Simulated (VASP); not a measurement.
# P (Fd-3m) in VASP: notebook

P is run at these levels: PBE; tasks: single point, relaxation of cell and atoms.

Everything below comes from runs of VASP 6.6.1. Logs are shortened: lines on timing, memory, paths and dates and some standing lists are left out, and cuts for length are marked.

## Step 1: The cell of the first run

It takes space group Fd-3m (No. 227, cubic). The conventional cell has a = 5.081 Å, b = 5.081 Å, c = 5.081 Å, α = 90.00°, β = 90.00°, γ = 90.00°. Within 2.9 Å of P (site symmetry -43m) lie 4 P at 2.20 Å.

## Step 2: Single point, PBE

Input file INCAR:

```
SYSTEM = P
PREC = Accurate
ENCUT = 520
EDIFF = 1E-6
ISMEAR = -1
SIGMA = 0.05
LREAL = .False.
LASPH = .True.
NELM = 100
ALGO = Normal
ISIF = 2
LWAVE = .False.
LCHARG = .False.
GGA = PE
NBANDS = 12
```

Input file KPOINTS:

```
Automatic mesh
0
Gamma
  13 13 13
  0 0 0
```

Input file POSCAR:

```
P
1.0
    0.0000000000      2.5405685057      2.5405685057
    2.5405685057      0.0000000000      2.5405685057
    2.5405685057      2.5405685057      0.0000000000
P
2
Direct
   -0.1250000000     -0.1250000000     -0.1250000000
    0.1250000000      0.1250000000      0.1250000000
```

Potentials or basis: VASP PAW PBE potentials, release 64 (P).

Started as:

```
$ cat potpaw_PBE.64/P/POTCAR > POTCAR
$ mpirun -np 1 vasp_std > vasp.out
```

OUTCAR:

```text
SYSTEM = P
   PREC = Accurate
   ENCUT = 520
   EDIFF = 1E-6
   ISMEAR = -1
   LREAL = .False.
   LASPH = .True.
   NELM = 100
   ISIF = 2
   GGA = PE

 ion  position               nearest neighbor table
   1  0.875  0.875  0.875-   2 2.20   2 2.20   2 2.20   2 2.20
   2  0.125  0.125  0.125-   1 2.20   1 2.20   1 2.20   1 2.20

  LATTYP: Found a face centered cubic cell.
 ALAT       =     5.0811370114

  Lattice vectors:

 A1 = (   0.0000000000,   2.5405685057,   2.5405685057)
 A2 = (   2.5405685057,   0.0000000000,   2.5405685057)
 A3 = (   2.5405685057,   2.5405685057,   0.0000000000)

Analysis of symmetry for initial positions (statically):
=====================================================================
 Subroutine PRICEL returns:
 Original cell was already a primitive cell.

 Routine SETGRP: Setting up the symmetry group for a
 face centered cubic supercell.

 Subroutine GETGRP returns: Found 48 space group operations
 (whereof 12 operations were pure point group operations)
 out of a pool of 48 trial point group operations.

The static configuration has the point symmetry D_3d.
 The point group associated with its full space group is O_h .

Analysis of symmetry for dynamics (positions and initial velocities):
=====================================================================
 Subroutine PRICEL returns:
 Original cell was already a primitive cell.

 Routine SETGRP: Setting up the symmetry group for a
 face centered cubic supercell.

 Subroutine GETGRP returns: Found 48 space group operations
 (whereof 12 operations were pure point group operations)
 out of a pool of 48 trial point group operations.

The dynamic configuration has the point symmetry D_3d.
 The point group associated with its full space group is O_h .

 Subroutine INISYM returns: Found 48 space group operations
 (whereof 12 operations are pure point group operations),
 and found     1 'primitive' translations

----------------------------------------------------------------------------------------

                                     Primitive cell

  volume of cell :      32.7961

  direct lattice vectors                    reciprocal lattice vectors
     0.000000000  2.540568506  2.540568506    -0.196806344  0.196806344  0.196806344
     2.540568506  0.000000000  2.540568506     0.196806344 -0.196806344  0.196806344
     2.540568506  2.540568506  0.000000000     0.196806344  0.196806344 -0.196806344

  length of vectors
     3.592906437  3.592906437  3.592906437     0.340878588  0.340878588  0.340878588

  position of ions in fractional coordinates (direct lattice)
     0.875000000  0.875000000  0.875000000
     0.125000000  0.125000000  0.125000000

  ion indices of the primitive-cell ions
   primitive index   ion index
                 1           1
                 2           2

----------------------------------------------------------------------------------------

 KPOINTS: Automatic mesh

Automatic generation of k-mesh.
 Grid dimensions read from file:
 generate k-points for:   13   13   13

 Generating k-lattice:

  Cartesian coordinates                     Fractional coordinates (reciprocal lattice)
    -0.015138950  0.015138950  0.015138950     0.076923077  0.000000000  0.000000000
     0.015138950 -0.015138950  0.015138950     0.000000000  0.076923077  0.000000000
     0.015138950  0.015138950 -0.015138950     0.000000000  0.000000000  0.076923077

  Length of vectors
     0.026221430  0.026221430  0.026221430

  Shift w.r.t. Gamma in fractional coordinates (k-lattice)
     0.000000000  0.000000000  0.000000000

 Subroutine IBZKPT returns following result:
 ===========================================

 Found     84 irreducible k-points:

 Following reciprocal coordinates:
            Coordinates               Weight
  0.000000  0.000000  0.000000      1.000000
  0.076923  0.000000  0.000000      8.000000
  0.153846  0.000000  0.000000      8.000000
  0.230769  0.000000  0.000000      8.000000
  0.307692  0.000000  0.000000      8.000000
  0.384615  0.000000  0.000000      8.000000
[... 16 lines left out ...]
  0.384615  0.153846  0.000000     24.000000
  0.461538  0.153846  0.000000     24.000000
 [... further k-points ...]
   k-points           NKPTS =     84   k-points in BZ     NKDIM =     84   number of bands    NBANDS=     12
   number of dos      NEDOS =    301   number of ions     NIONS =      2
   total plane-waves  NPLWV =  21952
   dimension x,y,z NGX =    28 NGY =   28 NGZ =   28
   dimension x,y,z NGXF=    56 NGYF=   56 NGZF=   56
   ions per type =               2
   NGX,Y,Z   is equivalent  to a cutoff of  12.96, 12.96, 12.96 a.u.
   NGXF,Y,Z  is equivalent  to a cutoff of  25.91, 25.91, 25.91 a.u.
 SYSTEM =  P
   PREC   = accura    normal or accurate (medium, high low for compatibility)
   ISTART =      0    job   : 0-new  1-cont  2-samecut
   ICHARG =      2    charge: 1-file 2-atom 10-const
   ISPIN  =      1    spin polarized calculation?
   LNONCOLLINEAR =      F non collinear calculations
   LSORBIT =      F    spin-orbit coupling
   LASPH  =      T    aspherical Exc in radial PAW
   ENCUT  =  520.0 eV  38.22 Ry    6.18 a.u.   6.68  6.68  6.68*2*pi/ulx,y,z
   NELM   =    100;   NELMIN=  2; NELMDL= -5     # of ELM steps
   EDIFF  = 0.1E-05   stopping-criterion for ELM
   LREAL  =      F    real-space projection
   EDIFFG = 0.1E-04   stopping-criterion for IOM
   NSW    =      0    number of steps for IOM
   IBRION =     -1    ionic relax: 0-MD 1-quasi-New 2-CG
   NFREE  =      0    steps in history (QN), initial steepest desc. (CG)
   ISIF   =      2    stress and relaxation
   ISYM   =      2    0-nonsym 1-usesym 2-fastsym
   POTIM  = 0.5000    time-step for ionic-motion
   TEBEG  =    0.0;   TEEND  =   0.0 temperature during run
   PSTRESS=    0.0 pullay stress
   NELECT =      10.0000    total number of electrons
   NUPDOWN=      -1.0000    fix difference up-down
   EMIN   =  10.00;   EMAX   =-10.00  energy-range for DOS
   EFERMI =   0.00;   METHOD = LEGACY
   ISMEAR =    -1;   SIGMA  =   0.05  broadening in eV -4-tet -1-fermi 0-gaus
   EFERMI_NEDOS =   21; number of points for ismear=-14 and -15
   IALGO  =     38    algorithm
   IMIX   =      4    mixing-type and parameters
     AMIX     =   0.40;   BMIX     =  1.00
     AMIX_MAG =   1.60;   BMIX_MAG =  1.00
  volume/ion in A,a.u.               =      16.40       110.66
  Fermi-wavevector in a.u.,A,eV,Ry     =   1.101879  2.082249 16.519342  1.214137
  Thomas-Fermi vector in A             =   2.238313
   LORBIT       =      0    0 simple, 1 ext, 2 COOP (PROOUT), +10 PAW based schemes
   GGA     = PE    functional components
   LHFCALC =     F    Hartree Fock is set to
   AEXX    =    0.0000 exact exchange contribution
   IVDW    =     0    specifies the selected vdW correction
   LEPSILON=     F    determine dielectric tensor
   LRPA    =     F    only Hartree local field effects (RPA)
 non-spin polarized calculation
  energy-cutoff  :      520.00
  volume of cell :       32.80
 maximum number of plane-waves:       903
   NGX = 13   NGY = 13   NGZ = 13

 number of electron      10.0000000 magnetization

 number of electron       9.9999998 magnetization

 Free energy of the ion-electron system (eV)
  ---------------------------------------------------
  ext. energy  EPLUGINS =         0.00000000
  ---------------------------------------------------
  free energy    TOTEN  =        -9.32591730 eV

  energy without entropy =       -9.31750865  energy(sigma->0) =       -9.32171298

 E-fermi :   8.7358     XC(G=0): -10.5318

 val. band max:        8.7346227818   @ k =  -0.0769   0.0769   0.0000
 cond. band min:       8.7813429462   @ k =  -0.3846   0.4615   0.1538
 fundamental gap:      0.0467201645
 Fermi energy:         8.7358320509

 k-point     1 :       0.0000    0.0000    0.0000
  band No.  band energies     occupation
      1      -8.3954      2.00000
      2       4.9630      2.00000
      3       4.9630      2.00000
      4       4.9630      2.00000
      5       7.3141      2.00000
      6       8.4184      1.99651
      7       8.4184      1.99651
      8       8.4184      1.99651
      9      15.1250      0.00000
     10      15.1250      0.00000
     11      15.1909      0.00000
     12      19.3194      0.00000

 k-point     2 :       0.0769    0.0000    0.0000
  band No.  band energies     occupation
      1      -8.3121      2.00000
      2       4.0521      2.00000
      3       4.8474      2.00000
      4       4.8474      2.00000
      5       7.7056      2.00000
      6       8.5958      1.88546
      7       8.5958      1.88546
      8       8.8294      0.26688
      9      14.9010      0.00000
     10      14.9010      0.00000
     11      15.5198      0.00000
     12      19.0372      0.00000

 k-point     3 :       0.1538    0.0000    0.0000
  band No.  band energies     occupation
      1      -8.0653      2.00000
      2       2.5093      2.00000
      3       4.5764      2.00000
      4       4.5764      2.00000
      5       7.5930      2.00000
      6       9.0105      0.00820
      7       9.0105      0.00820
      8      10.2330      0.00000
      9      14.5406      0.00000
     10      14.5406      0.00000
     11      16.2834      0.00000
     12      18.6255      0.00000
[... 286 lines left out ...]
 k-point    23 :       0.3846    0.1538    0.0000
  band No.  band energies     occupation
      1      -6.6479      2.00000
      2      -0.9927      2.00000
      3       2.7676      2.00000
      4       3.2293      2.00000
      5       7.9071      2.00000
      6       9.6933      0.00000
      7      10.9952      0.00000
      8      11.5139      0.00000
      9      16.1728      0.00000
     10      17.0525      0.00000
     11      17.5057      0.00000
     12      20.6538      0.00000

 k-point    24 :       0.4615    0.1538    0.0000
  band No.  band energies     occupation
      1      -6.0648      2.00000
      2      -2.0260      2.00000
      3       2.4146      2.00000
      4       3.2093      2.00000
      5       7.8480      2.00000
      6       9.8178      0.00000
      7      10.8554      0.00000
      8      12.5559      0.00000
      9      16.7580      0.00000
     10      18.0214      0.00000
     11      18.3474      0.00000
     12      18.8350      0.00000

 [... further k-points ...]

------------------------ aborting loop because EDIFF is reached ----------------------------------------

  FORCE on cell =-STRESS in cart. coord.  units (eV):
  Direction    XX          YY          ZZ          XY          YZ          ZX
  --------------------------------------------------------------------------------------
  -------------------------------------------------------------------------------------
  Total        3.0079663      3.0079663      3.0079663      0.0000000      0.0000000      0.0000000
  in kB      146.9470351    146.9470351    146.9470351      0.0000000      0.0000000      0.0000000
  external PRESSURE =     146.9470351 kB  Pullay stress =       0.0000000 kB

 VOLUME and BASIS-vectors are now :
 -----------------------------------------------------------------------------
  energy-cutoff  :      520.00
  volume of cell :       32.80
      direct lattice vectors                 reciprocal lattice vectors
     0.000000000  2.540568506  2.540568506    -0.196806344  0.196806344  0.196806344
     2.540568506  0.000000000  2.540568506     0.196806344 -0.196806344  0.196806344
     2.540568506  2.540568506  0.000000000     0.196806344  0.196806344 -0.196806344

 POSITION                                       TOTAL-FORCE (eV/Angst)
 -----------------------------------------------------------------------------------
      4.44599      4.44599      4.44599        -0.000000     -0.000000     -0.000000
      0.63514      0.63514      0.63514         0.000000      0.000000      0.000000
 -----------------------------------------------------------------------------------
    total drift:                               -0.000000     -0.000000     -0.000000

  FREE ENERGIE OF THE ION-ELECTRON SYSTEM (eV)
  ---------------------------------------------------
  free  energy   TOTEN  =        -9.3259173022 eV

  energy  without entropy=       -9.3175086529  energy(sigma->0) =       -9.32171298
```

Run time: 11 s. Hardware: 1 thread of Intel Xeon 6975P-C (Granite Rapids), shared host; peak memory 0.16 GiB.

What came out:

```yaml
Free_energy: -9.3259 eV
Pressure: 14.7 GPa
Band_gap_on_the_k_mesh: zero (band 5 reaches 10.25 eV, above the bottom of band 6 at 7.04 eV)
```

## Step 3: Relaxation of cell and atoms, PBE, target pressure 15 GPa, at which the enthalpy is minimised

This run uses another cell than the first one, of 15.31 Å³/atom, 0.934 times its volume.

Input file INCAR:

```
ALGO     = Normal         # electronic algorithm
EDIFF    = 1E-6           # SCF threshold, eV
EDIFFG   = -0.005         # ionic threshold
ENCUT    = 600            # plane-wave cutoff, eV
GGA      = PE             # functional
IBRION   = 2              # ionic algorithm
ISIF     = 3              # what is computed and relaxed
ISMEAR   = -1             # smearing method
LASPH    = True           # aspherical terms in the spheres
LCHARG   = False          # write CHGCAR
LREAL    = False          # projectors in reciprocal space
LWAVE    = False          # write WAVECAR
NELM     = 100            # most SCF steps
NSW      = 60             # ionic steps
PREC     = Accurate       # precision mode
PSTRESS  = 150.0        
SIGMA    = 0.05           # smearing width, eV
```

Input file KPOINTS:

```
k-points
0
Gamma
  13 13 13
```

Input file POSCAR:

```
P
1.0
    0.0000000000      2.4832561818      2.4832561818
    2.4832561818      0.0000000000      2.4832561818
    2.4832561818      2.4832561818      0.0000000000
P
2
Direct
   -0.1250000000     -0.1250000000     -0.1250000000
    0.1250000000      0.1250000000      0.1250000000
```

Potentials or basis: VASP PAW PBE potentials, release 64 (P).

Started as:

```
$ cat potpaw_PBE.64/P/POTCAR > POTCAR
$ mpirun -np 1 vasp_std > vasp.out
```

OUTCAR:

```text
EDIFF = 1E-6
   EDIFFG = -0.005
   ENCUT = 600
   GGA = PE
   IBRION = 2
   ISIF = 3
   ISMEAR = -1
   LASPH = True
   LREAL = False
   NELM = 100
   NSW = 60
   PREC = Accurate
   PSTRESS = 150.0

 ion  position               nearest neighbor table
   1  0.875  0.875  0.875-   2 2.15   2 2.15   2 2.15   2 2.15
   2  0.125  0.125  0.125-   1 2.15   1 2.15   1 2.15   1 2.15

  LATTYP: Found a face centered cubic cell.
 ALAT       =     4.9665123636

  Lattice vectors:

 A1 = (   0.0000000000,   2.4832561818,   2.4832561818)
 A2 = (   2.4832561818,   0.0000000000,   2.4832561818)
 A3 = (   2.4832561818,   2.4832561818,   0.0000000000)

Analysis of symmetry for initial positions (statically):
=====================================================================
[... 256 lines left out ...]
  free energy    TOTEN  =        -9.31504585 eV

  energy without entropy =       -9.30659670  energy(sigma->0) =       -9.31082127

 E-fermi :   8.7831     XC(G=0): -10.5480

 val. band max:        8.7780313654   @ k =  -0.0769   0.0769   0.0000
 cond. band min:       8.8229594021   @ k =  -0.3846   0.4615   0.1538
 fundamental gap:      0.0449280367
 Fermi energy:         8.7830781928

 k-point     1 :       0.0000    0.0000    0.0000
  band No.  band energies     occupation
      1      -8.3833      2.00000
      2       5.0000      2.00000
      3       5.0000      2.00000
      4       5.0000      2.00000
      5       7.4004      2.00000
      6       8.4602      1.99687
      7       8.4602      1.99687
      8       8.4602      1.99687
      9      15.1663      0.00000
[... 265 lines left out ...]
 k-point    24 :       0.4615    0.1538    0.0000
  band No.  band energies     occupation
      1      -6.0443      2.00000
      2      -1.9987      2.00000
      3       2.4449      2.00000
      4       3.2405      2.00000
      5       7.8958      2.00000
      6       9.8664      0.00000
      7      10.9007      0.00000
      8      12.6050      0.00000
      9      16.8169      0.00000

 [... further k-points ...]
[... 5 lines left out ...]
  --------------------------------------------------------------------------------------
  -------------------------------------------------------------------------------------
  Total        3.0643358      3.0643358      3.0643358      0.0000000      0.0000000      0.0000000
  in kB      150.2448283    150.2448283    150.2448283      0.0000000      0.0000000      0.0000000
  external PRESSURE =       0.2448283 kB  Pullay stress =     150.0000000 kB
[... 21 lines left out ...]
  energy  without entropy=       -9.3065966952  energy(sigma->0) =       -9.31082127

  enthalpy is  TOTEN    =        -6.2557034757 eV   P V=        3.0593423778

 reached required accuracy - stopping structural energy minimisation
```

OSZICAR:

```text
N       E                     dE             d eps       ncg     rms          rms(c)
DAV:   1     0.229215664981E+02    0.22922E+02   -0.49046E+03  1520   0.106E+03
DAV:   2    -0.823460691133E+01   -0.31156E+02   -0.30180E+02  2312   0.131E+02
DAV:   3    -0.919297034427E+01   -0.95836E+00   -0.93829E+00  1940   0.242E+01
[... 21 lines left out ...]
DAV:   3    -0.931505237657E+01    0.33923E-02   -0.88269E-03  1623   0.539E-01    0.827E-02
DAV:   4    -0.931504632163E+01    0.60549E-05   -0.96313E-05  1772   0.885E-02    0.477E-02
DAV:   5    -0.931504467986E+01    0.16418E-05   -0.32987E-06  1935   0.169E-02    0.102E-02
DAV:   6    -0.931504586445E+01   -0.11846E-05   -0.20736E-07   884   0.380E-03    0.148E-03
DAV:   7    -0.931504585341E+01    0.11039E-07   -0.23374E-08   776   0.154E-03
   3 F= -.62557035E+01 E0= -.62514789E+01  d E =-.410296E-01
```

Run time: 28 s. Hardware: 1 thread of Intel Xeon Platinum 8488C (Sapphire Rapids), shared host; peak memory 0.16 GiB.

Results:

* Free energy: -9.3150 eV
* Relaxed volume: 16.34 Å³/atom
* Relaxed cell: a = 3.589 Å, b = 3.589 Å, c = 3.589 Å, α = 60.00°, β = 60.00°, γ = 60.00°
* Space group after relaxing (to 0.05 Å): Fd-3m (No. 227)
* Energy change on relaxing (the enthalpy is what falls): -116.5 meV/atom
* Ionic steps: 3
* Pressure after relaxing: 15.0 GPa
* Band gap on the k mesh: zero (band 5 reaches 10.30 eV, above the bottom of band 6 at 7.08 eV)

The path:
```tsv
step	energy change (eV)	largest force (eV/Å)	pressure (GPa)	volume (Å³)
1	0.0000	0.0000	21.75	30.63
2	-0.3105	0.0000	12.62	33.58
3	-0.2331	0.0000	15.02	32.68
```

Final structure:
```
CELL_PARAMETERS angstrom
0.00000 2.53750 2.53750
2.53750 0.00000 2.53750
2.53750 2.53750 0.00000
ATOMIC_POSITIONS crystal
P 0.87500 0.87500 0.87500
P 0.12500 0.12500 0.12500
```

Caveat: the cell is relaxed towards a set pressure, so the enthalpy falls and the energy may rise.

(Continued in part 2 of 2.)
